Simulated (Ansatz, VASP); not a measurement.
## Two plane-wave programs on Cr

The input INCAR:

```
SYSTEM = Cr
ALGO = Normal
EDIFF = 1E-6
ENCUT = 500
GGA = PE
GGA_COMPAT = .FALSE.
ISIF = 2
ISMEAR = -1
ISPIN = 2
LASPH = .TRUE.
LCHARG = .FALSE.
LMAXMIX = 4
LORBIT = 11
LREAL = .FALSE.
LWAVE = .FALSE.
MAGMOM = 0
NBANDS = 16
NELM = 200
PREC = Accurate
SIGMA = 0.1
```

The input KPOINTS:

```
k-points
0
G
  8 8 8
  0 0 0
```

File POSCAR:

```
Cr
1.0
    0.0000000000      1.8307480000      1.8307480000
    1.8307480000      0.0000000000      1.8307480000
    1.8307480000      1.8307480000      0.0000000000
Cr
1
Direct
    0.0000000000      0.0000000000      0.0000000000
```

Input for Ansatz:

```yaml
crystal:
  lattice:
    - [0, 1.830748, 1.830748]
    - [1.830748, 0, 1.830748]
    - [1.830748, 1.830748, 0]
  atoms:
    - { symbol: Cr, position: [0, 0, 0] }
kpoints:
  mp_grid: { grid: [8, 8, 8], shift: [0, 0, 0] }
hamiltonian:
  xc: pbe
  pseudopotentials: { kind: nc }
scf:
  occupations: { method: fermi_dirac }
  algorithm: direct_min
  lower_state_search: "off"
magnetization:
  spin_polarized: true
```

Alike in both runs: task single point; functional PBE; k mesh 8 × 8 × 8; collinear spin.

|  | VASP | Ansatz |
| --- | --- | --- |
| version | VASP 6.6.1 | Ansatz 0.2 development build |
| potentials or method | VASP PAW PBE potentials, release 64 (Cr_pv) | scalar-relativistic |
| plane-wave cutoff (eV) | 500 | 1279 |
| occupations | fermi-dirac, width 0.1 eV | fermi-dirac |

```csv
,VASP,Ansatz,Ansatz less VASP
net moment per atom (μB),0.00,0.00,0.000
```

Ansatz's warnings: stability check not made.

The k mesh is coarse, so the values compare programs but aren't converged.
